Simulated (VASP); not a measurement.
# FeSi16 (a cell with a defect) in VASP: single point with LDA

Aim: the single point of FeSi16 (a cell with a defect) with LDA.

All numbers are computed with VASP 6.6.1; they aren't measurements. Logs are shortened: lines on timing, memory, paths and dates and some standing lists are left out, and cuts for length are marked.

## 1. The cell of the first run

The cell holds a defect, 17 atoms: a = 7.640 Å, b = 7.640 Å, c = 7.640 Å, α = 60.00°, β = 60.00°, γ = 60.00°.

## 2. Single point, LDA, collinear spin, ferromagnetic start (with an interstitial atom, then relaxed in part)

File INCAR:

```
ALGO     = Normal         # electronic algorithm
EDIFF    = 1E-6           # SCF threshold, eV
ENCUT    = 520            # plane-wave cutoff, eV
ISIF     = 2              # what is computed and relaxed
ISMEAR   = 0              # smearing method
ISPIN    = 2              # spin polarisation
LASPH    = T              # aspherical terms in the spheres
LCHARG   = F              # write CHGCAR
LMAXMIX  = 4              # l up to which the mixer works
LORBIT   = 11             # projections on sites
LREAL    = Auto         
LWAVE    = F              # write WAVECAR
MAGMOM   = 0 0 0 0 0 0 0 0 0 0 0 0 0 0 0 0 4 # initial moments
NBANDS   = 54             # bands
NELECT   = 71.0         
NELM     = 150            # most SCF steps
PREC     = Accurate       # precision mode
SIGMA    = 0.02           # smearing width, eV
```

File KPOINTS:

```
k-points
0
Gamma
  3 3 3
```

File POSCAR:

```
FeSi16
1.0
    0.0000000000      5.4019422852     -5.4019422852
    5.4019422852      5.4019422852      0.0000000000
    5.4019422852      0.0000000000     -5.4019422852
Si Fe
16 1
Direct
    0.1286710447      0.1301880295      0.1229797001
    0.1288763979      0.6188715795      0.1228661170
    0.6171321250      0.1301340416      0.1236128241
    0.6261922049      0.6274329331      0.1198445286
    0.1209992950      0.1219570565      0.6361701294
    0.1208886673      0.6290781101      0.6222068123
    0.6272242942      0.1225922499      0.6229353658
    0.6275037640      0.6287427080      0.6225234488
    0.2504006638      0.7510948267      0.2481657444
    0.2442316793      0.2460801192      0.2643916681
    0.7497770771      0.7510596661      0.2484553802
    0.7494804022      0.2515432164      0.2488391090
    0.2530819644      0.7445633573      0.7489288918
    0.2527683560      0.2546718396      0.7493057852
    0.7497679147      0.7514517187      0.7486796726
    0.7430691929      0.2543222700      0.7498027176
   -0.0062761253     -0.0044729341      0.0160171371
```

Potentials or basis: VASP PAW LDA potentials, release 64 (Si, Fe).

The run is started by

```
> cat potpaw_LDA.64/Si/POTCAR potpaw_LDA.64/Fe/POTCAR > POTCAR
> mpirun -np 1 vasp_std > vasp.out
```

OUTCAR:

```text
EDIFF = 1E-6
   ENCUT = 520
   ISIF = 2
   ISMEAR = 0
   ISPIN = 2
   LASPH = T
   LORBIT = 11
   LREAL = Auto
   NELECT = 71.0
   NELM = 150
   PREC = Accurate

 ion  position               nearest neighbor table
   1  0.129  0.130  0.123-  10 2.33  14 2.33  17 2.35   9 2.36  12 2.37
   2  0.129  0.619  0.123-  10 2.33  13 2.33  17 2.35   9 2.36  11 2.37
   3  0.617  0.130  0.124-  10 2.33  16 2.33  17 2.35  12 2.36  11 2.36
   4  0.626  0.627  0.120-  15 2.32   9 2.34  11 2.34  12 2.34
   5  0.121  0.122  0.636-  10 2.32  13 2.36  14 2.36  16 2.36  17 2.37
   6  0.121  0.629  0.622-  15 2.31   9 2.33  13 2.34  14 2.34
   7  0.627  0.123  0.623-  15 2.32  12 2.33  16 2.34  14 2.34
   8  0.628  0.629  0.623-  15 2.32  11 2.33  16 2.34  13 2.34
   9  0.250  0.751  0.248-   6 2.33   4 2.34   2 2.36   1 2.36  17 2.64
  10  0.244  0.246  0.264-   5 2.32   2 2.33   1 2.33   3 2.33
  11  0.750  0.751  0.248-   8 2.33   4 2.34   3 2.36   2 2.37  17 2.64
  12  0.749  0.252  0.249-   7 2.33   4 2.34   3 2.36   1 2.37  17 2.64
  13  0.253  0.745  0.749-   2 2.33   6 2.34   8 2.34   5 2.36  17 2.80
  14  0.253  0.255  0.749-   1 2.33   6 2.34   7 2.34   5 2.36  17 2.80
  15  0.750  0.751  0.749-   6 2.31   8 2.32   7 2.32   4 2.32
  16  0.743  0.254  0.750-   3 2.33   8 2.34   7 2.34   5 2.36  17 2.79
  17  0.994  0.996  0.016-   3 2.35   1 2.35   2 2.35   5 2.37  11 2.64  12 2.64   9 2.64  16 2.79
                            13 2.80  14 2.80

  LATTYP: Found a face centered cubic cell.
 ALAT       =    10.8038845704

  Lattice vectors:

 A1 = (   0.0000000000,   5.4019422852,  -5.4019422852)
 A2 = (   5.4019422852,   5.4019422852,   0.0000000000)
 A3 = (   5.4019422852,   0.0000000000,  -5.4019422852)

Analysis of symmetry for initial positions (statically):
=====================================================================
 Subroutine PRICEL returns:
 Original cell was already a primitive cell.

 Routine SETGRP: Setting up the symmetry group for a
 face centered cubic supercell.

 Subroutine GETGRP returns: Found  1 space group operations
 (whereof  1 operations were pure point group operations)
 out of a pool of 48 trial point group operations.

The static configuration has the point symmetry C_1 .

Analysis of symmetry for dynamics (positions and initial velocities):
=====================================================================
 Subroutine PRICEL returns:
 Original cell was already a primitive cell.

 Routine SETGRP: Setting up the symmetry group for a
 face centered cubic supercell.

 Subroutine GETGRP returns: Found  1 space group operations
 (whereof  1 operations were pure point group operations)
 out of a pool of 48 trial point group operations.

The dynamic configuration has the point symmetry C_1 .

Analysis of structural, dynamic, and magnetic symmetry:
=====================================================================
 Subroutine PRICEL returns:
 Original cell was already a primitive cell.

 Routine SETGRP: Setting up the symmetry group for a
 face centered cubic supercell.

 Subroutine GETGRP returns: Found  1 space group operations
 (whereof  1 operations were pure point group operations)
 out of a pool of 48 trial point group operations.

The overall configuration has the point symmetry C_1 .

 Subroutine INISYM returns: Found  1 space group operations
 (whereof  1 operations are pure point group operations),
 and found     1 'primitive' translations

----------------------------------------------------------------------------------------

                                     Primitive cell

  volume of cell :     315.2679

  direct lattice vectors                    reciprocal lattice vectors
     0.000000000  5.401942285 -5.401942285    -0.092559301  0.092559301 -0.092559301
     5.401942285  5.401942285  0.000000000     0.092559301  0.092559301  0.092559301
     5.401942285  0.000000000 -5.401942285     0.092559301 -0.092559301 -0.092559301

  length of vectors
[... 85 lines left out ...]
   total plane-waves  NPLWV = 216000
   dimension x,y,z NGX =    60 NGY =   60 NGZ =   60
   dimension x,y,z NGXF=   120 NGYF=  120 NGZF=  120
   ions per type =              16   1
   NGX,Y,Z   is equivalent  to a cutoff of  13.06, 13.06, 13.06 a.u.
   NGXF,Y,Z  is equivalent  to a cutoff of  26.11, 26.11, 26.11 a.u.
 SYSTEM =  unknown system
   PREC   = accura    normal or accurate (medium, high low for compatibility)
   ISTART =      0    job   : 0-new  1-cont  2-samecut
   ICHARG =      2    charge: 1-file 2-atom 10-const
   ISPIN  =      2    spin polarized calculation?
   LNONCOLLINEAR =      F non collinear calculations
   LSORBIT =      F    spin-orbit coupling
   LASPH  =      T    aspherical Exc in radial PAW
   ENCUT  =  520.0 eV  38.22 Ry    6.18 a.u.  14.20 14.20 14.20*2*pi/ulx,y,z
   NELM   =    150;   NELMIN=  2; NELMDL= -5     # of ELM steps
   EDIFF  = 0.1E-05   stopping-criterion for ELM
   LREAL  =      T    real-space projection
   EDIFFG = 0.1E-04   stopping-criterion for IOM
   NSW    =      0    number of steps for IOM
   IBRION =     -1    ionic relax: 0-MD 1-quasi-New 2-CG
   NFREE  =      0    steps in history (QN), initial steepest desc. (CG)
   ISIF   =      2    stress and relaxation
   ISYM   =      2    0-nonsym 1-usesym 2-fastsym
   POTIM  = 0.5000    time-step for ionic-motion
   TEBEG  =    0.0;   TEEND  =   0.0 temperature during run
   PSTRESS=    0.0 pullay stress
   NELECT =      71.0000    total number of electrons
   NUPDOWN=      -1.0000    fix difference up-down
   EMIN   =  10.00;   EMAX   =-10.00  energy-range for DOS
   EFERMI =   0.00;   METHOD = LEGACY
   ISMEAR =     0;   SIGMA  =   0.02  broadening in eV -4-tet -1-fermi 0-gaus
   EFERMI_NEDOS =   21; number of points for ismear=-14 and -15
   IALGO  =     38    algorithm
   IMIX   =      4    mixing-type and parameters
     AMIX     =   0.40;   BMIX     =  1.00
     AMIX_MAG =   1.60;   BMIX_MAG =  1.00
  volume/ion in A,a.u.               =      18.55       125.15
  Fermi-wavevector in a.u.,A,eV,Ry     =   0.996019  1.882203 13.497715  0.992054
  Thomas-Fermi vector in A             =   2.128079
   LORBIT       =     11    0 simple, 1 ext, 2 COOP (PROOUT), +10 PAW based schemes
   GGA     = CA    functional components
   LHFCALC =     F    Hartree Fock is set to
   AEXX    =    0.0000 exact exchange contribution
   IVDW    =     0    specifies the selected vdW correction
   LEPSILON=     F    determine dielectric tensor
   LRPA    =     F    only Hartree local field effects (RPA)
 spin polarized calculation
 Gauss-broadening in eV      SIGMA  =   0.02
  energy-cutoff  :      520.00
  volume of cell :      315.27
 maximum number of plane-waves:      8492
 NGX is ok and might be reduce to    60
   NGX = 29   NGY = 29   NGZ = 29

 number of electron      71.0000000 magnetization      -0.0035053

 number of electron      71.0000000 magnetization       0.1838728

 Free energy of the ion-electron system (eV)
  ---------------------------------------------------
  ext. energy  EPLUGINS =         0.00000000
  ---------------------------------------------------
  free energy    TOTEN  =      -109.59766998 eV

  energy without entropy =     -109.59516030  energy(sigma->0) =     -109.59641514

 E-fermi :   6.1530     XC(G=0):  -9.8968

 val. band max:        6.1394349752   @ k =   0.3333   0.0000  -0.3333
 cond. band min:       6.1559202823   @ k =  -0.3333   0.3333   0.0000
 fundamental gap:      0.0164853071
 Fermi energy:         6.1530394446

 spin component 1

 k-point     1 :       0.0000    0.0000    0.0000
  band No.  band energies     occupation
      1      -5.9965      1.00000
      2      -3.6070      1.00000
      3      -3.6061      1.00000
      4      -3.5871      1.00000
      5      -3.5774      1.00000
      6      -1.9463      1.00000
[... 689 lines left out ...]
     46       9.6754      0.00000
     47       9.7229      0.00000
 Fermi energy:         6.1530394446

 spin component 2

 k-point     1 :       0.0000    0.0000    0.0000
  band No.  band energies     occupation
      1      -5.9974      1.00000
      2      -3.6086      1.00000
      3      -3.6077      1.00000
      4      -3.5889      1.00000
      5      -3.5784      1.00000
      6      -1.9465      1.00000
[... 689 lines left out ...]
     46       9.6785      0.00000
     47       9.7265      0.00000
 [bands above 47 left out]

------------------------ aborting loop because EDIFF is reached ----------------------------------------

  FORCE on cell =-STRESS in cart. coord.  units (eV):
  Direction    XX          YY          ZZ          XY          YZ          ZX
  --------------------------------------------------------------------------------------
  -------------------------------------------------------------------------------------
  Total      -12.1677369    -12.1588484    -12.1780956     -0.4503706      0.4677376     -0.4663789
  in kB      -61.8358846    -61.7907138    -61.8885271     -2.2887630      2.3770211     -2.3701161
  external PRESSURE =     -61.8383752 kB  Pullay stress =       0.0000000 kB

 VOLUME and BASIS-vectors are now :
 -----------------------------------------------------------------------------
  energy-cutoff  :      520.00
  volume of cell :      315.27
      direct lattice vectors                 reciprocal lattice vectors
     0.000000000  5.401942285 -5.401942285    -0.092559301  0.092559301 -0.092559301
     5.401942285  5.401942285  0.000000000     0.092559301  0.092559301  0.092559301
     5.401942285  0.000000000 -5.401942285     0.092559301 -0.092559301 -0.092559301

 POSITION                                       TOTAL-FORCE (eV/Angst)
 -----------------------------------------------------------------------------------
      1.36760      1.39834     -1.35940         0.004522     -0.268442      0.001207
      4.00682      4.03929     -1.35990         0.263918      0.008993      0.009583
      1.37073      4.03669     -4.00146        -0.004078      0.004007     -0.262593
      4.03675      6.77201     -4.03005        -0.044309      0.039392      0.038286
      4.09536      1.31244     -4.09019         0.112995     -0.101733     -0.085349
      6.75937      4.05128     -4.01416         0.042697     -0.043547      0.055686
[... 9 lines left out ...]
      5.42423      5.38785     -8.06441        -0.046855      0.041886     -0.240511
      5.46430     10.74582     -5.45456        -0.196305      0.197296      0.191930
 -----------------------------------------------------------------------------------
    total drift:                                0.003626     -0.003933     -0.007188

  FREE ENERGIE OF THE ION-ELECTRON SYSTEM (eV)
  ---------------------------------------------------
  free  energy   TOTEN  =      -109.5976699825 eV

  energy  without entropy=     -109.5951603040  energy(sigma->0) =     -109.59641514

 total charge

# of ion       s       p       d       tot
------------------------------------------
    1        0.753   0.936   0.000   1.690
    2        0.753   0.936   0.000   1.689
    3        0.753   0.936   0.000   1.690
    4        0.760   0.932   0.000   1.692
    5        0.753   0.941   0.000   1.694
    6        0.759   0.939   0.000   1.698
[... 9 lines left out ...]
   16        0.755   0.932   0.000   1.687
   17        0.364   0.423   6.595   7.382
--------------------------------------------------
tot         12.458  15.387   6.595  34.440

 magnetization (x)

# of ion       s       p       d       tot
------------------------------------------
    1        0.000  -0.000   0.000  -0.000
    2        0.000  -0.000   0.000  -0.000
    3        0.000  -0.000   0.000  -0.000
    4        0.000  -0.000   0.000   0.000
    5       -0.000   0.000   0.000   0.000
    6        0.000  -0.001   0.000  -0.000
[... 9 lines left out ...]
   16        0.001  -0.002   0.000  -0.002
   17        0.001   0.001   0.219   0.221
--------------------------------------------------
tot          0.006  -0.021   0.219   0.204
```

It took 22 min on 1 thread of Intel Xeon Platinum 8488C (Sapphire Rapids), shared host; peak memory 0.58 GiB.

Results:

```yaml
Free_energy: -109.5977 eV
Largest_force: 0.338 eV/Å
Net_moment: 0.18 μB per cell
Site_moments: Si -0.00, +0.00 (each value once); Fe +0.22 μB
Valence_electrons_inside_the_program's_atomic_spheres: Si 1.69, 1.70, 1.68, 1.72 (each value once); Fe 7.38
```

Forces on the atoms (eV/Å):
```
Si   0.005 -0.268  0.001
Si   0.264  0.009  0.010
Si  -0.004  0.004 -0.263
Si  -0.044  0.039  0.038
Si   0.113 -0.102 -0.085
Si   0.043 -0.044  0.056
Si  -0.059 -0.043 -0.042
Si   0.044  0.059 -0.043
Si   0.009 -0.008  0.264
Si  -0.073  0.070  0.069
Si   0.006  0.261 -0.006
Si  -0.262  0.001 -0.005
Si   0.236  0.025  0.027
Si  -0.044 -0.234  0.038
Si   0.010 -0.010 -0.011
Si  -0.047  0.042 -0.241
Fe  -0.196  0.197  0.192
```

Caveat: the cell carries a net charge on a neutralising background, which shifts energy and pressure; the cell differs from its parent crystal (with an interstitial atom, then relaxed in part); the cell is charged against a uniform background, so pressure and absolute levels hang on convention.
